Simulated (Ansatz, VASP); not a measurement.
## Al2O3: VASP beside Ansatz

```
CELL_PARAMETERS angstrom
2.88432 0.00000 0.00000
-1.44216 2.49790 0.00000
0.00000 0.00000 9.33675
ATOMIC_POSITIONS crystal
Al 0.00000 0.00000 0.85001
Al 0.00000 0.00000 0.14999
O 0.33333 0.66667 0.77768
O 0.66667 0.33333 0.00000
O 0.33333 0.66667 0.22232
```

Alike in both runs: task relaxation of cell and atoms; functional r2SCAN; dispersion D4; k mesh 11 × 11 × 3; occupations fermi-dirac, width 0.05 eV; no spin polarisation.

|  | VASP | Ansatz |
| --- | --- | --- |
| version | VASP 6.6.1 | Ansatz 0.2.0 |
| potentials or method | VASP PAW PBE potentials, release 64 (Al, O) | Ansatz PAW |
| plane-wave cutoff (eV) | 600 | 500 |
| valence electrons in the cell | 24 | 24 |

```csv
,VASP,Ansatz,Ansatz less VASP
"gap on the k mesh at the Fermi level, each at its own relaxed structure (eV)",5.58,5.60,+0.022
relaxed volume (Å³/atom),10.25,10.29,+0.035
relaxed length of the cell vector where the two differ most in proportion (Å),7.289,7.313,+0.0241
```

VASP's potentials were made for PBE, not for r2SCAN.

Noted on VASP's run: the volume moved by over 15 % at a fixed basis, so the end points are rough. Noted on Ansatz's run: the volume moved by over 15 % at a fixed basis, so the end points are rough; odd divisions of the mesh miss points on the zone boundary, where band edges often lie, so the gap on the mesh can be too wide; the plane-wave basis is chosen anew once the cell has moved, so the energies of steps on either side of that aren't comparable.
